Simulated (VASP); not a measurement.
A run of VASP 6.6.1:

File POSCAR:

```
InP
1.0
    0.0000000000     -2.9535689145     -2.9535689145
    0.0000000000      2.9535689145     -2.9535689145
    5.9071378290      0.0000000000      0.0000000000
In P
2 2
Direct
    0.5000000000      0.5000000000      0.5000000000
    0.0000000000      0.0000000000      0.0000000000
    0.0000000000      0.5000000000      0.2500000000
    0.5000000000      0.0000000000      0.7500000000
```

INCAR.step1

```
  PREC = Accurate
  ENCUT = 520
  ISMEAR = 0
  SIGMA = 0.05
  LREAL = False
  LASPH = True
  NELM = 100
  NBANDS = 26
  GGA = PE
  ALGO = Normal
  EDIFF = 1E-4
  LWAVE = True
  LCHARG = False
```

File INCAR.step2:

```
  PREC = Accurate
  ENCUT = 520
  EDIFF = 1E-7
  ISMEAR = 0
  SIGMA = 0.05
  LREAL = False
  LASPH = True
  NELM = 100
  ALGO = Normal
  ISIF = 2
  LWAVE = False
  LCHARG = False
  METAGGA = R2SCAN
  LMIXTAU = True
  NBANDS = 26
  ISTART = 1
```

KPOINTS

```
regular mesh
0
Gamma
  8 8 6
```

Potentials or basis: VASP PAW PBE potentials, release 64 (In_d, P).

Run with:

```console
$ cat potpaw_PBE.64/In_d/POTCAR potpaw_PBE.64/P/POTCAR > POTCAR
$ cp INCAR.step1 INCAR
$ mpirun -np 1 vasp_std > vasp.out
$ cp INCAR.step2 INCAR
$ mpirun -np 1 vasp_std > vasp.out
```

Hardware: 1 thread of AMD EPYC 7R43 64-Core Processor (Zen 3) (shared host).

Estimate the wall time of this run.

Wall time 16 min on 1 thread of AMD EPYC 7R43 64-Core Processor (Zen 3), with other jobs on the host, peak memory 0.28 GiB. Counts: k points 60.
